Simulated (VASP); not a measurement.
# MgO (P6_3/mmc) in VASP: notebook

Runs on MgO. Level: PBE. Tasks: single point.

Everything below comes from runs of VASP 6.6.1. Logs are shortened: lines on timing, memory, paths and dates and some standing lists are left out, and cuts for length are marked.

## 1. The cell of the first run

It takes space group P6_3/mmc (No. 194, hexagonal). Conventional cell: a = 2.987 Å, b = 2.987 Å, c = 5.208 Å, α = 90.00°, β = 90.00°, γ = 120.00°. Within 2.9 Å of Mg (site symmetry -3m) lie 6 O at 2.16 Å and 2 Mg at 2.60 Å. Within 2.9 Å of O (site symmetry -6m2) lie 6 Mg at 2.16 Å.

## 2. Single point, PBE (volume changed by +3%)

INCAR reads:

```
SYSTEM = MgO
PREC = Accurate ; ENCUT = 520
EDIFF = 1E-6 ; ISMEAR = 0
SIGMA = 0.01 ; LREAL = .False.
LASPH = .True. ; NELM = 100
ALGO = Normal ; ISIF = 2
LWAVE = .False. ; LCHARG = .True.
GGA = PE ; LELF = .True.
LVHAR = .True. ; NBANDS = 16
```

KPOINTS reads:

```
Automatic mesh
0
Gamma
  9 9 4
  0 0 0
```

POSCAR reads:

```
MgO
1.0
    2.9873571125      0.0000000000      0.0000000000
   -1.4936785563      2.5871271496      0.0000000000
    0.0000000000      0.0000000000      5.2077586059
Mg O
2 2
Direct
    0.0000000000      0.0000000000      0.0000000000
    0.0000000000      0.0000000000      0.5000000000
    0.3333333333      0.6666666667      0.2500000000
    0.6666666667      0.3333333333      0.7500000000
```

Potentials or basis: VASP PAW PBE potentials, release 64 (Mg, O).

The run is started by

```bash
> cat potpaw_PBE.64/Mg/POTCAR potpaw_PBE.64/O/POTCAR > POTCAR
> mpirun -np 1 vasp_std > vasp.out
```

OUTCAR:

```text
SYSTEM = MgO
   PREC = Accurate
   ENCUT = 520
   EDIFF = 1E-6
   ISMEAR = 0
   LREAL = .False.
   LASPH = .True.
   NELM = 100
   ISIF = 2
   GGA = PE

 ion  position               nearest neighbor table
   1  0.000  0.000  0.000-   3 2.16   4 2.16   4 2.16   3 2.16   4 2.16   3 2.16   2 2.60   2 2.60

   2  0.000  0.000  0.500-   3 2.16   4 2.16   4 2.16   3 2.16   4 2.16   3 2.16   1 2.60   1 2.60

   3  0.333  0.667  0.250-   1 2.16   2 2.16   1 2.16   2 2.16   1 2.16   2 2.16
   4  0.667  0.333  0.750-   1 2.16   2 2.16   1 2.16   2 2.16   1 2.16   2 2.16

  LATTYP: Found a hexagonal cell.
 ALAT       =     2.9873571125
 C/A-ratio  =     1.7432661747

  Lattice vectors:

 A1 = (   2.9873571125,   0.0000000000,   0.0000000000)
 A2 = (  -1.4936785563,   2.5871271496,   0.0000000000)
 A3 = (   0.0000000000,   0.0000000000,   5.2077586059)

Analysis of symmetry for initial positions (statically):
=====================================================================
 Subroutine PRICEL returns:
 Original cell was already a primitive cell.

 Routine SETGRP: Setting up the symmetry group for a
 hexagonal supercell.

 Subroutine GETGRP returns: Found 24 space group operations
 (whereof 12 operations were pure point group operations)
 out of a pool of 24 trial point group operations.

The static configuration has the point symmetry D_3d.
 The point group associated with its full space group is D_6h.

Analysis of symmetry for dynamics (positions and initial velocities):
=====================================================================
 Subroutine PRICEL returns:
 Original cell was already a primitive cell.

 Routine SETGRP: Setting up the symmetry group for a
 hexagonal supercell.

 Subroutine GETGRP returns: Found 24 space group operations
 (whereof 12 operations were pure point group operations)
 out of a pool of 24 trial point group operations.

The dynamic configuration has the point symmetry D_3d.
 The point group associated with its full space group is D_6h.

 Subroutine INISYM returns: Found 24 space group operations
 (whereof 12 operations are pure point group operations),
 and found     1 'primitive' translations

----------------------------------------------------------------------------------------

                                     Primitive cell

  volume of cell :      40.2491

  direct lattice vectors                    reciprocal lattice vectors
     2.987357112  0.000000000  0.000000000     0.334744044  0.193264564  0.000000000
    -1.493678556  2.587127150  0.000000000     0.000000000  0.386529128  0.000000000
     0.000000000  0.000000000  5.207758606     0.000000000  0.000000000  0.192021189
[... 94 lines left out ...]
   ISIF   =      2    stress and relaxation
   ISYM   =      2    0-nonsym 1-usesym 2-fastsym
   POTIM  = 0.5000    time-step for ionic-motion
   TEBEG  =    0.0;   TEEND  =   0.0 temperature during run
   PSTRESS=    0.0 pullay stress
   NELECT =      16.0000    total number of electrons
   NUPDOWN=      -1.0000    fix difference up-down
   EMIN   =  10.00;   EMAX   =-10.00  energy-range for DOS
   EFERMI =   0.00;   METHOD = LEGACY
   ISMEAR =     0;   SIGMA  =   0.01  broadening in eV -4-tet -1-fermi 0-gaus
   EFERMI_NEDOS =   21; number of points for ismear=-14 and -15
   IALGO  =     38    algorithm
   IMIX   =      4    mixing-type and parameters
     AMIX     =   0.40;   BMIX     =  1.00
     AMIX_MAG =   1.60;   BMIX_MAG =  1.00
  volume/ion in A,a.u.               =      10.06        67.90
  Fermi-wavevector in a.u.,A,eV,Ry     =   1.203731  2.274722 19.714422  1.448969
  Thomas-Fermi vector in A             =   2.339476
   LORBIT       =      0    0 simple, 1 ext, 2 COOP (PROOUT), +10 PAW based schemes
   GGA     = PE    functional components
   LHFCALC =     F    Hartree Fock is set to
   AEXX    =    0.0000 exact exchange contribution
   IVDW    =     0    specifies the selected vdW correction
   LEPSILON=     F    determine dielectric tensor
   LRPA    =     F    only Hartree local field effects (RPA)
 non-spin polarized calculation
 Gauss-broadening in eV      SIGMA  =   0.01
  energy-cutoff  :      520.00
  volume of cell :       40.25
 maximum number of plane-waves:      1111
 NGX is ok and might be reduce to    24
   NGX = 11   NGY = 11   NGZ = 19

 number of electron      16.0000010 magnetization

 Free energy of the ion-electron system (eV)
  ---------------------------------------------------
  ext. energy  EPLUGINS =         0.00000000
  ---------------------------------------------------
  free energy    TOTEN  =       -23.20553235 eV

  energy without entropy =      -23.20553235  energy(sigma->0) =      -23.20553235

 E-fermi :   2.8567     XC(G=0): -10.7179

 val. band max:        2.8116308498   @ k =   0.0000   0.0000   0.0000
 cond. band min:       6.6589289329   @ k =   0.0000   0.0000   0.0000
 fundamental gap:      3.8472980831
 Fermi energy:         2.8566911330

 k-point     1 :       0.0000    0.0000    0.0000
  band No.  band energies     occupation
      1     -14.2414      2.00000
      2     -13.2771      2.00000
      3      -1.8617      2.00000
      4       2.3281      2.00000
      5       2.3501      2.00000
      6       2.3501      2.00000
[... 433 lines left out ...]
      3      -0.4642      2.00000
      4      -0.2674      2.00000
      5      -0.2674      2.00000
      6       0.4475      2.00000
[... 8 lines left out ...]
     15      16.4769      0.00000
     16      20.6035      0.00000

 [... further k-points ...]

------------------------ aborting loop because EDIFF is reached ----------------------------------------

  FORCE on cell =-STRESS in cart. coord.  units (eV):
  Direction    XX          YY          ZZ          XY          YZ          ZX
  --------------------------------------------------------------------------------------
  -------------------------------------------------------------------------------------
  Total       -1.1427170     -1.1427170     -1.2537254      0.0000000      0.0000000     -0.0000000
  in kB      -45.4876490    -45.4876490    -49.9065166      0.0000000      0.0000000     -0.0000000
  external PRESSURE =     -46.9606049 kB  Pullay stress =       0.0000000 kB

 VOLUME and BASIS-vectors are now :
 -----------------------------------------------------------------------------
  energy-cutoff  :      520.00
  volume of cell :       40.25
      direct lattice vectors                 reciprocal lattice vectors
     2.987357112  0.000000000  0.000000000     0.334744044  0.193264564  0.000000000
    -1.493678556  2.587127150  0.000000000     0.000000000  0.386529128  0.000000000
     0.000000000  0.000000000  5.207758606     0.000000000  0.000000000  0.192021189

 POSITION                                       TOTAL-FORCE (eV/Angst)
 -----------------------------------------------------------------------------------
      0.00000      0.00000      0.00000        -0.000000      0.000000      0.000000
      0.00000      0.00000      2.60388        -0.000000      0.000000      0.000000
     -0.00000      1.72475      1.30194         0.000000     -0.000000     -0.000000
      1.49368      0.86238      3.90582        -0.000000      0.000000      0.000000
 -----------------------------------------------------------------------------------
    total drift:                               -0.000000      0.000000     -0.000000

  FREE ENERGIE OF THE ION-ELECTRON SYSTEM (eV)
  ---------------------------------------------------
  free  energy   TOTEN  =       -23.2055323513 eV

  energy  without entropy=      -23.2055323513  energy(sigma->0) =      -23.20553235
```

Run time: 17 s. Hardware: 1 thread of Intel Xeon 6975P-C, shared host; peak memory 0.17 GiB.

Results:

| Quantity | Value |
| --- | --- |
| Free energy | -23.2055 eV |
| Pressure | -4.7 GPa |
| Band gap on the k mesh | 3.85 eV, direct |

Stress tensor (GPa, compression positive):
```
-4.55  0.00  0.00
 0.00 -4.55  0.00
 0.00  0.00 -4.99
```

Levels at points of the mesh, in eV from the valence-band top:
```csv
k point,band 4,band 5,band 6,band 7,band 8,band 9,band 10,band 11,band 12,band 13
"(0.00, 0.00, 0.00)",-0.48,-0.46,-0.46,0.00,0.00,3.85,7.67,11.00,12.68,16.58
"(0.00, 0.00, 0.50)",-2.96,-0.24,-0.24,-0.24,-0.24,6.29,6.29,11.49,11.49,16.09
```

## 3. Single point, PBE (volume changed by +6%)

INCAR reads:

```
PREC = Accurate
ENCUT = 520
EDIFF = 1E-7
ISMEAR = 0
SIGMA = 0.01
LREAL = False
LASPH = True
NELM = 60
ALGO = Normal
ISIF = 2
LWAVE = False
LCHARG = True
GGA = PE
LELF = True
LVHAR = True
NBANDS = 16
```

KPOINTS reads:

```
Automatic mesh
0
Gamma
  9 9 4
```

POSCAR reads:

```
MgO
1.0
    3.0160834624      0.0000000000      0.0000000000
   -1.5080417312      2.6120048983      0.0000000000
    0.0000000000      0.0000000000      5.2578362799
Mg O
2 2
Direct
    0.0000000000      0.0000000000      0.0000000000
    0.0000000000      0.0000000000      0.5000000000
    0.3333333333      0.6666666667      0.2500000000
    0.6666666667      0.3333333333      0.7500000000
```

Potentials or basis: VASP PAW PBE potentials, release 64 (Mg, O).

The run is started by

```bash
> cat potpaw_PBE.64/Mg/POTCAR potpaw_PBE.64/O/POTCAR > POTCAR
> mpirun -np 1 vasp_std > vasp.out
```

Wall time 17 s (1 thread of Intel Xeon 6975P-C, shared host); peak memory 0.17 GiB.

It converged, with:

| Item | Value |
| --- | --- |
| Free energy | -23.1597 eV |
| Pressure | -8.1 GPa |
| Band gap on the k mesh | 3.60 eV, direct |

Stress tensor (GPa, compression positive):
```
-7.83  0.00  0.00
 0.00 -7.83  0.00
 0.00  0.00 -8.64
```

Levels at points of the mesh, in eV from the valence-band top:
| k point | band 6 | band 7 | band 8 | band 9 | band 10 | band 11 |
| --- | --- | --- | --- | --- | --- | --- |
| (0.00, 0.00, 0.00) | -0.44 | 0.00 | 0.00 | 3.60 | 7.48 | 10.69 |
| (0.00, 0.00, 0.50) | -0.22 | -0.22 | -0.22 | 6.03 | 6.03 | 11.30 |
